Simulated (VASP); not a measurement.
Crystal: Li.

```
Li
1.0
    -1.96058    1.96058    1.82141
     1.96058   -1.96058    1.82141
     1.96058    1.96058   -1.82141
Li
1
Direct
  0.00000 0.00000 0.00000
```

| Item | Value |
| --- | --- |
| Program | VASP 6.6.1 |
| Task | relaxation of cell and atoms |
| Functional | PBEsol |
| Potentials or basis | VASP PAW PBE potentials, release 64 (Li_sv) |
| Cutoff | 600 eV |
| k mesh | 16 × 16 × 16 |
| Occupations | gaussian, width 0.1 eV |
| Spin | no spin polarisation |

At the start: pressure -2.7 GPa; volume 28.01 Å³/atom.

Problem. How do energy, volume and symmetry change on relaxing?

Solution. Over 7 steps the energy falls by 86.2 meV/atom and the volume is 20.08 Å³/atom (-28.3 %); space group I4/mmm (No. 139, to 0.1 Å) before and after.

Step by step:
| step | energy change (eV) | largest force (eV/Å) | pressure (GPa) | volume (Å³) |
| --- | --- | --- | --- | --- |
| 1 | 0.0000 | 0.0000 | -2.68 | 28.01 |
| 2 | -0.0298 | 0.0000 | -2.42 | 26.15 |
| 3 | -0.0839 | 0.0000 | -0.63 | 21.07 |
| 4 | -0.0860 | 0.0000 | 0.18 | 19.82 |
| 5 | -0.0861 | 0.0000 | -0.01 | 20.07 |
| 6 | -0.0861 | 0.0000 | -0.02 | 20.07 |
| 7 | -0.0862 | 0.0000 | -0.02 | 20.08 |

Final structure:
```cif
data_structure
_symmetry_space_group_name_H-M 'P 1'
_symmetry_Int_Tables_number 1
_cell_length_a 2.9676
_cell_length_b 2.9676
_cell_length_c 2.9676
_cell_angle_alpha 107.995
_cell_angle_beta 107.995
_cell_angle_gamma 112.466
_cell_volume 20.08
loop_
_atom_site_label
_atom_site_type_symbol
_atom_site_fract_x
_atom_site_fract_y
_atom_site_fract_z
_atom_site_occupancy
Li1 Li 0.00000 0.00000 0.00000 1
```

Caveat: the cutoff is under 1.25 times the usual one of these potentials, so pressure, stress and relaxed cells hold a basis-set (Pulay) error; the volume moved by over 15 % at a fixed basis, so the end points are rough; the PAW data sets were made with another functional, which shifts forces and pressure a little.
